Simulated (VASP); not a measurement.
Here is a VASP 6.6.1 calculation.

The input POSCAR:

```
HfO2
1.0
    0.0000000000      2.5542038223      2.5542038223
    2.5542038223      0.0000000000      2.5542038223
    2.5542038223      2.5542038223      0.0000000000
Hf O
1 2
Direct
    0.0000000000      0.0000000000      0.0000000000
    0.2500000000      0.2500000000      0.2500000000
    0.7500000000      0.7500000000      0.7500000000
```

The input INCAR.step1:

```
PREC = Accurate
ENCUT = 520
ISMEAR = 0
SIGMA = 0.02
LREAL = False
LASPH = True
NELM = 100
NBANDS = 18
GGA = PE
ALGO = Normal
EDIFF = 1E-4
LWAVE = True
LCHARG = False
```

INCAR.step2

```
PREC = Accurate
ENCUT = 520
EDIFF = 1E-6
ISMEAR = 0
SIGMA = 0.02
LREAL = False
LASPH = True
NELM = 100
ALGO = Normal
ISIF = 2
LWAVE = False
LCHARG = False
METAGGA = R2SCAN
LMIXTAU = True
NBANDS = 18
ISTART = 1
```

KPOINTS

```
regular mesh
0
Gamma
  8 8 8
```

Potentials or basis: VASP PAW PBE potentials, release 64 (Hf_pv, O).

Command:

```sh
$ cat potpaw_PBE.64/Hf_pv/POTCAR potpaw_PBE.64/O/POTCAR > POTCAR
$ cp INCAR.step1 INCAR
$ mpirun -np 1 vasp_std > vasp.out
$ cp INCAR.step2 INCAR
$ mpirun -np 1 vasp_std > vasp.out
```

What does it give for the pressure?

-11.1 GPa.

What does it give for the band gap on the k mesh?

4.23 eV, direct.

Caveat: the PAW data sets were made with another functional, which shifts forces and pressure a little; spin-orbit coupling is left out, which moves the levels of the heavy elements. A k mesh can miss the band edges.
